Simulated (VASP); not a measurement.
Wanted: the native input for a VASP 6.6.1 run.

| Quantity | Value |
| --- | --- |
| Task | single point |
| Functional | PBE |
| Potentials or basis | VASP PAW PBE potentials, release 64 (Pd) |
| Cutoff | 500 eV |
| k mesh | 14 × 14 × 14 |
| Occupations | fermi-dirac, width 0.05 eV |
| Spin | collinear spin |
| Starting moments | [0.5] μB |
| Dipole correction | no |
| Further INCAR settings | ALGO = Normal; EDIFF = 1e-06; NBANDS = 15 |

The structure of Pd lies in POSCAR:

```
Pd
1.0
    2.6149101206      0.0000000000      0.0000000000
    0.0000000000      2.6149101206      0.0000000000
    0.0000000000      0.0000000000      2.6149101206
Pd
1
Direct
    0.0000000000      0.0000000000      0.0000000000
```

This isn't the form of Pd at room conditions, which is fcc.

One way to write it, as run:

INCAR

```
SYSTEM = Pd
ALGO     = Normal         ! electronic algorithm
EDIFF    = 1E-6           ! SCF threshold, eV
ENCUT    = 500            ! plane-wave cutoff, eV
GGA      = PE             ! functional
GGA_COMPAT= .False.      
ISIF     = 2              ! what is computed and relaxed
ISMEAR   = -1             ! smearing method
ISPIN    = 2              ! spin polarisation
LASPH    = .True.         ! aspherical terms in the spheres
LCHARG   = .True.         ! write CHGCAR
LELF     = .True.         ! ELF
LMAXMIX  = 4              ! l up to which the mixer works
LORBIT   = 11             ! projections on sites
LREAL    = .False.        ! projectors in reciprocal space
LVHAR    = .True.       
LWAVE    = .False.        ! write WAVECAR
MAGMOM   = 0.5            ! initial moments
NBANDS   = 15             ! bands
NELM     = 200            ! most SCF steps
PREC     = Accurate       ! precision mode
SIGMA    = 0.05           ! smearing width, eV
```

KPOINTS

```
k-points
0
Gamma
  14 14 14
  0 0 0
```

Potentials or basis: VASP PAW PBE potentials, release 64 (Pd).

The run is started by

```sh
$ cat potpaw_PBE.64/Pd/POTCAR > POTCAR
$ mpirun -np 1 vasp_std > vasp.out
```

It gave:

```json
{
 "Pressure": "-0.3 GPa",
 "Band gap on the k mesh": "zero (filled and empty bands overlap)",
 "Net moment": "0.00 μB per cell",
 "Valence electrons inside the program's atomic spheres": "Pd 9.34"
}
```

It took 19 s on 1 thread of Intel(R) Xeon(R) 6975P-C (Granite Rapids) (shared host), peak memory 0.16 GiB.
